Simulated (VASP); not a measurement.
Write the native input for VASP 6.6.1 that does the following.

```
Task                   : single point
Functional             : PBEsol
Potentials or basis    : VASP PAW PBE potentials, release 64 (In_d, Se)
Cutoff                 : 520 eV
k mesh                 : 5 × 5 × 5
Occupations            : fermi-dirac, width 0.025 eV
Spin                   : no spin polarisation
Dipole correction      : no
Further INCAR settings : ALGO = Normal; EDIFF = 1e-06; NBANDS = 16
```

The structure of InSe lies in POSCAR:

```
InSe
1.0
    3.6320400000      0.0000000000      0.0000000000
    0.0000000000      3.6320400000      0.0000000000
    0.0000000000      0.0000000000      3.6320400000
In Se
1 1
Direct
    0.4958860000      0.4953830000      0.4960430000
   -0.0059760000     -0.0016720000     -0.0102530000
```

The input as run:

INCAR

```
ALGO     = Normal         # electronic algorithm
EDIFF    = 1E-6           # SCF threshold, eV
ENCUT    = 520            # plane-wave cutoff, eV
GGA      = PS             # functional
ISIF     = 2              # what is computed and relaxed
ISMEAR   = -1             # smearing method
LASPH    = T              # aspherical terms in the spheres
LCHARG   = F              # write CHGCAR
LREAL    = F              # projectors in reciprocal space
LWAVE    = F              # write WAVECAR
NBANDS   = 16             # bands
NELM     = 60             # most SCF steps
PREC     = Accurate       # precision mode
SIGMA    = 0.025          # smearing width, eV
```

KPOINTS

```
k-points
0
Gamma
  5 5 5
```

Potentials or basis: VASP PAW PBE potentials, release 64 (In_d, Se).

Launch:

```console
$ cat potpaw_PBE.64/In_d/POTCAR potpaw_PBE.64/Se/POTCAR > POTCAR
$ mpirun -np 1 vasp_std > vasp.out
```

It gave:

* Pressure: -2.8 GPa
* Largest force: 0.021 eV/Å
* Band gap on the k mesh: zero (an odd number of electrons rules out a gap without spin polarisation)

Caveat: the PAW data sets were made with another functional, which shifts forces and pressure a little; spin-orbit coupling is left out, which moves the levels of the heavy elements.

Run time: 75 s on 1 thread of Intel Xeon 8259CL, on a shared host, peak memory 0.19 GiB.
